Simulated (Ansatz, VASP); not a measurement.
# BeTe: VASP beside Ansatz

Contents of POSCAR:

```
BeTe
1.0
    0.0000000000      2.9700548088      2.9700548088
    2.9700548088      0.0000000000      2.9700548088
    2.9700548088      2.9700548088      0.0000000000
Be Te
1 1
Direct
    0.0000000000      0.0000000000      0.0000000000
    0.2500000000      0.2500000000      0.2500000000
```

Contents of INCAR.step1:

```
SYSTEM = BeTe
PREC = Accurate ; ENCUT = 520
EDIFF = 1E-5 ; ISMEAR = 0
SIGMA = 0.01 ; LREAL = .False.
LASPH = .True. ; NELM = 60
ALGO = Normal ; ISIF = 2
LWAVE = .True. ; NBANDS = 11
GGA = PE
```

INCAR.step2

```
SYSTEM = BeTe
PREC = Accurate ; ENCUT = 520
EDIFF = 1E-6 ; ISMEAR = 0
SIGMA = 0.01 ; LREAL = .False.
LASPH = .True. ; NELM = 60
ALGO = Normal ; ISIF = 2
LWAVE = .False. ; LCHARG = .True.
GGA = PE ; LHFCALC = .True.
HFSCREEN = 0.2079 ; PRECFOCK = Normal
LELF = .True. ; LVHAR = .True.
NBANDS = 11 ; ISTART = 1
```

The input KPOINTS:

```
Automatic mesh
0
Gamma
  6 6 6
  0 0 0
```

Input for Ansatz:

```yaml
crystal:
  lattice:
    - [0.0, 2.9700548088, 2.9700548088]
    - [2.9700548088, 0.0, 2.9700548088]
    - [2.9700548088, 2.9700548088, 0.0]
  atoms:
    - { symbol: Be, position: [0.0, 0.0, 0.0] }
    - { symbol: Te, position: [0.25, 0.25, 0.25] }
kpoints:
  mp_grid: { grid: [6, 6, 6] }
  band_path:
    path:
      - [0.0, 0.0, 0.0]
      - [-0.5, -0.5, 0.0]
      - [-0.375, -0.375, 0.25]
      - [-0.375, 0.0, 0.375]
      - [0.0, 0.0, 0.5]
      - [-0.5, -0.25, 0.25]
    npoints: 1
hamiltonian:
  xc: hse06
scf:
  occupations: { method: fixed }
  n_extra_bands: 4
output:
  forces: true
  stress: true
  eigenvalues: true
```

Change from the starting cell: hydrostatic strain +5.0%.

Alike in both runs: task single point; functional HSE06; k mesh 6 × 6 × 6; no spin polarisation.

|  | VASP | Ansatz |
| --- | --- | --- |
| version | VASP 6.6.1 | Ansatz 0.2.0 |
| potentials or method | VASP PAW PBE potentials, release 64 (Be, Te) | plane waves, PAW |
| plane-wave cutoff (eV) | 520 | 420 |
| occupations | gaussian, width 0.01 eV | fixed |
| valence electrons in the cell | 8 | 18 |

|  | VASP | Ansatz | Ansatz less VASP |
| --- | --- | --- | --- |
| gap on the k mesh at the Fermi level (eV) | 3.00 | 3.01 | +0.016 |
| pressure (GPa) | -7.2 | -7.1 | +0.11 |

VASP's potentials hold 8 valence electrons a cell and Ansatz's 18, so a difference there can come from the potentials and not from the codes. Ansatz's warnings: stress exchange threshold loose, stress scf threshold loose.

Neither program's run includes spin-orbit coupling.
